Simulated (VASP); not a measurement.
Crystal: TiO2.

```
CELL_PARAMETERS angstrom
3.36715 0.00000 0.00000
0.00000 3.36715 0.00000
0.00000 0.00000 5.20517
ATOMIC_POSITIONS crystal
Ti 0.50000 0.50000 0.50000
Ti 0.00000 0.00000 0.00000
O 0.00000 0.50000 0.66264
O 0.50000 0.00000 0.83736
O 0.50000 0.00000 0.33736
O 0.00000 0.50000 0.16264
```

Base run:

| Item | Value |
| --- | --- |
| Program | VASP 6.6.1 |
| Functional | PBE |
| Potentials or basis | VASP PAW PBE potentials, release 64 (Ti_sv, O) |
| Cutoff | 520 eV |
| k mesh | 8 × 8 × 6 |
| Occupations | fermi-dirac, width 0.02 eV |
| Spin | no spin polarisation |

Its results: band gap on the k mesh 2.52 eV (least direct gap 2.55 eV); pressure 6.5 GPa; largest force 0.136 eV/Å.

Task: The run is repeated on the same cell with these changes: functional from PBE to r2SCAN; occupations from fermi-dirac, width 0.02 eV to gaussian, width 0.01 eV. What comes out?

Result: Band gap on the k mesh 2.95 eV (least direct gap 2.98 eV); pressure 1.5 GPa; largest force 0.098 eV/Å.

Caveats: the cell stands under pressure (at least some runs); the PAW data sets were made with another functional, which shifts forces and pressure a little (at least some runs).

A k mesh can miss the band edges.
